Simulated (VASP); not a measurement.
Set up this calculation in VASP 6.6.1, as the native input.

```yaml
Task: single point
Functional: r2SCAN
Potentials_or_basis: VASP PAW PBE potentials, release 64 (Hf_pv, N)
Cutoff: 520 eV
k_mesh: 18 × 18 × 18
Occupations: gaussian, width 0.15 eV
Spin: no spin polarisation
Dipole_correction: no
Further_INCAR_settings: ALGO = Normal; EDIFF = 1e-06; NBANDS = 14
```

HfN:

```
Hf N
1.0
     0.00000    2.25900    2.25900
     2.25900    0.00000    2.25900
     2.25900    2.25900    0.00000
Hf N
1 1
Direct
  0.00000 0.00000 0.00000
  0.48435 0.50000 0.50000
```

This cell differs from its parent crystal: all N atoms moved +0.050 Å, as atom 2 towards its neighbour atom 2 (N) at 3.195 Å.

One way to write it, as run:

POSCAR

```
HfN
1.0
    0.0000000000      2.2590000000      2.2590000000
    2.2590000000      0.0000000000      2.2590000000
    2.2590000000      2.2590000000      0.0000000000
Hf N
1 1
Direct
    0.0000000000      0.0000000000      0.0000000000
    0.4843491195      0.5000000000      0.5000000000
```

INCAR.step1

```
PREC     = Accurate       # precision mode
ENCUT    = 520            # plane-wave cutoff, eV
ISMEAR   = 0              # smearing method
SIGMA    = 0.15           # smearing width, eV
LREAL    = False          # projectors in reciprocal space
LASPH    = True           # aspherical terms in the spheres
NELM     = 80             # most SCF steps
NBANDS   = 14             # bands
GGA      = PE             # functional
ALGO     = Normal         # electronic algorithm
EDIFF    = 1E-4           # SCF threshold, eV
LWAVE    = True           # write WAVECAR
LCHARG   = False          # write CHGCAR
```

INCAR.step2

```
PREC     = Accurate       # precision mode
ENCUT    = 520            # plane-wave cutoff, eV
EDIFF    = 1E-6           # SCF threshold, eV
ISMEAR   = 0              # smearing method
SIGMA    = 0.15           # smearing width, eV
LREAL    = False          # projectors in reciprocal space
LASPH    = True           # aspherical terms in the spheres
NELM     = 80             # most SCF steps
ALGO     = Normal         # electronic algorithm
ISIF     = 2              # what is computed and relaxed
LWAVE    = False          # write WAVECAR
LCHARG   = False          # write CHGCAR
METAGGA  = R2SCAN         # meta-GGA
LMIXTAU  = True         
NBANDS   = 14             # bands
ISTART   = 1
```

KPOINTS

```
Automatic mesh
0
Gamma
  18 18 18
```

Potentials or basis: VASP PAW PBE potentials, release 64 (Hf_pv, N).

Command:

```console
$ cat potpaw_PBE.64/Hf_pv/POTCAR potpaw_PBE.64/N/POTCAR > POTCAR
$ cp INCAR.step1 INCAR
$ mpirun -np 1 vasp_std > vasp.out
$ cp INCAR.step2 INCAR
$ mpirun -np 1 vasp_std > vasp.out
```

It gave:

```yaml
Pressure: -0.9 GPa
Largest_force: 0.585 eV/Å
Band_gap_on_the_k_mesh: zero (an odd number of electrons rules out a gap without spin polarisation)
```

Caveat: the cell differs from its parent crystal (all N atoms moved +0.050 Å, as atom 2 towards its neighbour atom 2 (N) at 3.195 Å); the PAW data sets were made with another functional, which shifts forces and pressure a little; spin-orbit coupling is left out, which moves the levels of the heavy elements; an odd number of electrons without spin polarisation forces a metal; a magnetic or distorted state may lie lower.

It took 17 min on 1 thread of Oxide Virtual Turin-like Processor (shared host), peak memory 0.36 GiB.
